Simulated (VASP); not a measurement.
Here is a VASP 6.6.1 calculation.

File INCAR:

```
SYSTEM = BAs
ALGO     = Normal         ! electronic algorithm
EDIFF    = 1E-6           ! SCF threshold, eV
ENCUT    = 500            ! plane-wave cutoff, eV
GGA      = PE             ! functional
GGA_COMPAT= .FALSE.      
ISIF     = 2              ! what is computed and relaxed
ISMEAR   = 0              ! smearing method
ISPIN    = 2              ! spin polarisation
LASPH    = .TRUE.         ! aspherical terms in the spheres
LCHARG   = .TRUE.         ! write CHGCAR
LELF     = .TRUE.         ! ELF
LORBIT   = 11             ! projections on sites
LREAL    = .FALSE.        ! projectors in reciprocal space
LVHAR    = .TRUE.       
LWAVE    = .FALSE.        ! write WAVECAR
MAGMOM   = 0 0            ! initial moments
NBANDS   = 15             ! bands
NELM     = 200            ! most SCF steps
PREC     = Accurate       ! precision mode
SIGMA    = 0.1            ! smearing width, eV
```

Contents of KPOINTS:

```
k-points
0
G
  6 6 6
  0 0 0
```

File POSCAR:

```
BAs
1.0
    0.0000000000      2.4096270000      2.4096270000
    2.4096270000      0.0000000000      2.4096270000
    2.4096270000      2.4096270000      0.0000000000
B As
1 1
Direct
    0.2500000000      0.2500000000      0.2500000000
    0.0000000000      0.0000000000      0.0000000000
```

Potentials or basis: VASP PAW PBE potentials, release 64 (B, As).

Run with:

```console
$ cat potpaw_PBE.64/B/POTCAR potpaw_PBE.64/As/POTCAR > POTCAR
$ mpirun -np 1 vasp_std > vasp.out
```

Q: Predict the net moment.

A: 0.00 μB per cell.

Q: What does it give for the band gap on the k mesh?

A: 1.29 eV, indirect (least direct gap 3.24 eV).

Q: Predict the pressure.

A: -0.2 GPa.

A k mesh can miss the band edges.
